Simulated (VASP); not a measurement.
# BN (C2/m) in VASP: notebook, part 2 of 2

VASP 6.6.1. Earlier steps stand in the parts before.

## 3. Single point, PBE (strain +0.0075 x Voigt [0, 0, 0, 1, 0, 0])

The input, INCAR:

```
SYSTEM = BN
ALGO = Normal ; EDIFF = 1E-6
ENCUT = 520 ; GGA = PE
ISIF = 2 ; ISMEAR = 0
LASPH = .TRUE. ; LCHARG = .TRUE.
LELF = .TRUE. ; LREAL = .FALSE.
LVHAR = .TRUE. ; LWAVE = .FALSE.
NBANDS = 16 ; NELM = 100
PREC = Accurate ; SIGMA = 0.05
```

The input, KPOINTS:

```
k-points
0
G
  12 12 4
  0 0 0
```

The input, POSCAR:

```
BN
1.0
    2.5121751215      0.0000000000      0.0000000000
   -1.2560875608      2.1756074740      0.0081585280
    0.0000000000      0.0312888413      8.3436910039
B N
2 2
Direct
    0.3333333333      0.6666666667      0.2500000000
    0.6666666667      0.3333333333      0.7500000000
    0.3333333333      0.6666666667      0.7500000000
    0.6666666667      0.3333333333      0.2500000000
```

Potentials or basis: VASP PAW PBE potentials, release 64 (B, N).

Run with:

```bash
> cat potpaw_PBE.64/B/POTCAR potpaw_PBE.64/N/POTCAR > POTCAR
> mpirun -np 1 vasp_std > vasp.out
```

OUTCAR:

```text
SYSTEM = BN
   EDIFF = 1E-6
   ENCUT = 520
   GGA = PE
   ISIF = 2
   ISMEAR = 0
   LASPH = .TRUE.
   LREAL = .FALSE.
   NELM = 100
   PREC = Accurate

 ion  position               nearest neighbor table
   1  0.333  0.667  0.250-   4 1.45   4 1.45   4 1.45
   2  0.667  0.333  0.750-   3 1.45   3 1.45   3 1.45
   3  0.333  0.667  0.750-   2 1.45   2 1.45   2 1.45
   4  0.667  0.333  0.250-   1 1.45   1 1.45   1 1.45

  LATTYP: Found a base centered monoclinic cell.
 ALAT       =     4.3512455424
[... 648 lines left out ...]
     15      14.3898      0.00000
     16      15.9093      0.00000

 [... further k-points ...]
[... 5 lines left out ...]
  --------------------------------------------------------------------------------------
  -------------------------------------------------------------------------------------
  Total        0.0356102      0.0343882     -0.0199923     -0.0000000     -0.0008306      0.0000000
  in kB        1.2511285      1.2081977     -0.7024087     -0.0000000     -0.0291815      0.0000000
  external PRESSURE =       0.5856392 kB  Pullay stress =       0.0000000 kB

 VOLUME and BASIS-vectors are now :
 -----------------------------------------------------------------------------
  energy-cutoff  :      520.00
  volume of cell :       45.60
      direct lattice vectors                 reciprocal lattice vectors
     2.512175121  0.000000000  0.000000000     0.398061422  0.229824101 -0.000861840
    -1.256087561  2.175607474  0.008158528     0.000000000  0.459648202 -0.001723681
     0.000000000  0.031288841  8.343691004     0.000000000 -0.000449448  0.119852720

 POSITION                                       TOTAL-FORCE (eV/Angst)
 -----------------------------------------------------------------------------------
     -0.00000      1.45823      2.09136        -0.000000      0.000081     -0.000001
      1.25609      0.74867      6.26049         0.000000     -0.000081      0.000001
     -0.00000      1.47387      6.26321        -0.000000      0.000078     -0.000002
      1.25609      0.73302      2.08864         0.000000     -0.000078      0.000002
 -----------------------------------------------------------------------------------
    total drift:                                0.000000     -0.000000     -0.000000

  FREE ENERGIE OF THE ION-ELECTRON SYSTEM (eV)
  ---------------------------------------------------
  free  energy   TOTEN  =       -35.2072057225 eV

  energy  without entropy=      -35.2072057225  energy(sigma->0) =      -35.20720572
```

OSZICAR:

```text
N       E                     dE             d eps       ncg     rms          rms(c)
DAV:   1     0.583853281169E+02    0.58385E+02   -0.77230E+03  5264   0.897E+02
DAV:   2    -0.346756100399E+02   -0.93061E+02   -0.83441E+02  7328   0.215E+02
DAV:   3    -0.388885777247E+02   -0.42130E+01   -0.41905E+01  6808   0.472E+01
DAV:   4    -0.389272729327E+02   -0.38695E-01   -0.38681E-01  6680   0.499E+00
DAV:   5    -0.389277909803E+02   -0.51805E-03   -0.51804E-03  6848   0.548E-01    0.112E+01
DAV:   6    -0.356291536542E+02    0.32986E+01   -0.56102E+00  6736   0.176E+01    0.503E+00
DAV:   7    -0.353122624470E+02    0.31689E+00   -0.59862E-01  7136   0.533E+00    0.315E+00
DAV:   8    -0.352090218698E+02    0.10324E+00   -0.30562E-01  7216   0.349E+00    0.520E-01
DAV:   9    -0.352050473237E+02    0.39745E-02   -0.19037E-02  5872   0.105E+00    0.202E-01
DAV:  10    -0.352069781266E+02   -0.19308E-02   -0.18982E-03  5656   0.334E-01    0.407E-02
DAV:  11    -0.352071919700E+02   -0.21384E-03   -0.19876E-04  6288   0.110E-01    0.322E-02
DAV:  12    -0.352072052652E+02   -0.13295E-04   -0.39179E-05  6088   0.464E-02    0.391E-03
DAV:  13    -0.352072057225E+02   -0.45728E-06   -0.18275E-06  6832   0.103E-02
   1 F= -.35207206E+02 E0= -.35207206E+02  d E =-.603318E-21
```

Run time: 98 s. Hardware: 1 thread of Intel Xeon Platinum 8488C (Sapphire Rapids), shared host; peak memory 0.23 GiB.

What came out:

* Free energy: -35.2072 eV
* Pressure: 0.1 GPa
* Band gap on the k mesh: 4.39 eV, indirect (least direct gap 4.64 eV)

Caveat: the cell differs from its parent crystal (strain +0.0075 x Voigt [0, 0, 0, 1, 0, 0]); this functional lacks dispersion, which binds the layers, so the pressure and a relaxed spacing across them are unreliable. A k mesh can miss the band edges.
